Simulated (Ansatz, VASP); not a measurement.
# One calculation of HfN, two programs

The input INCAR:

```
ALGO = Normal
EDIFF = 1E-6
ENCUT = 520
GGA = PE
ISIF = 2
ISMEAR = 0
LASPH = True
LCHARG = False
LREAL = False
LWAVE = False
NBANDS = 14
NELM = 60
PREC = Accurate
SIGMA = 0.15
```

KPOINTS

```
k-points
0
Gamma
  22 22 22
```

Contents of POSCAR:

```
HfN
1.0
    0.0000000000      2.3875913865      2.1602017307
    2.3875913865      0.0000000000      2.1602017307
    2.3875913865      2.3875913865      0.0000000000
Hf N
1 1
Direct
    0.0000000000      0.0000000000      0.0000000000
    0.5000000000      0.5000000000      0.5000000000
```

Input for Ansatz:

```yaml
crystal:
  lattice:
    - [0.0, 2.3875913865, 2.1602017307]
    - [2.3875913865, 0.0, 2.1602017307]
    - [2.3875913865, 2.3875913865, 0.0]
  atoms:
    - { symbol: Hf, position: [0.0, 0.0, 0.0] }
    - { symbol: "N", position: [0.5, 0.5, 0.5] }
basis:
  ecutwfc: 420
kpoints:
  mp_grid: { grid: [22, 22, 22] }
hamiltonian:
  xc: pbe
scf:
  occupations: { method: gaussian, width: 0.15 }
output:
  forces: true
  stress: true
  eigenvalues: true
```

Change from the starting cell: strain +0.050 along x and y, -0.050 along z, atoms carried along.

Alike in both runs: task single point; functional PBE; k mesh 22 × 22 × 22; occupations gaussian, width 0.15 eV; no spin polarisation.

|  | VASP | Ansatz |
| --- | --- | --- |
| version | VASP 6.6.1 | Ansatz 0.2.0 |
| potentials or method | VASP PAW PBE potentials, release 64 (Hf_pv, N), cutoff 520 eV | scalar-relativistic, plane waves, PAW |
| valence electrons in the cell | 15 | 31 |

Ansatz gave:

```
gap on the k mesh at the Fermi level (eV)                     : none
pressure (GPa)                                                : -5.3
traceless stress, the component that is largest in VASP (GPa) : 29.63
```

**Question.** Estimate VASP's values.

**Answer.** gap on the k mesh at the Fermi level (eV): none; pressure (GPa): -7.4; traceless stress, the component that is largest in VASP (GPa): 29.30.

A gap of «none» marks a metal or a gap that the smearing closes. VASP's potentials hold 15 valence electrons a cell and Ansatz's 31, so a difference there can come from the potentials and not from the codes.

Spin-orbit coupling is off throughout.
